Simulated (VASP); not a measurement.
Runs of VASP 6.6.1 on ZrC. The structure is that of space group P4/mmm (No. 123), or close to it. The cells are those of the table. 

```tsv
task	cell	k mesh	cutoff (eV)	gap on the mesh (eV)	pressure (GPa)	relaxed volume (Å³/atom)
single point	a = 3.182, b = 3.182, c = 4.118 Å, 2 atoms	18 × 18 × 14	520	none	0.1	-
relaxation of cell and atoms	relaxed from a = 3.583, b = 3.583, c = 2.660 Å, 2 atoms	6 × 6 × 6	600	none	-0.1	(a)
single point	a = 3.182, b = 3.182, c = 4.030 Å, 2 atoms	6 × 6 × 6	520	none	0.3	-
relaxation of cell and atoms	relaxed from a = 3.182, b = 3.182, c = 4.030 Å, 2 atoms	18 × 18 × 14	600	none	0.0	(b)
single point	a = 3.583, b = 3.583, c = 2.660 Å, 2 atoms	6 × 6 × 6	520	none	-14.3	-
```

Alike in all rows: level PBE; potentials or basis VASP PAW PBE potentials, release 64 (Zr_sv, C); no spin polarisation; smearing gaussian 0.1 eV.

Q: Fill in the values left out.

A: (a) 19.34; (b) 20.80.

Caveats: some runs use coarse meshes.

A k mesh can miss the band edges, and the runs leave out spin-orbit coupling on Zr.

A gap of «none» marks levels without a gap at the run's occupations.
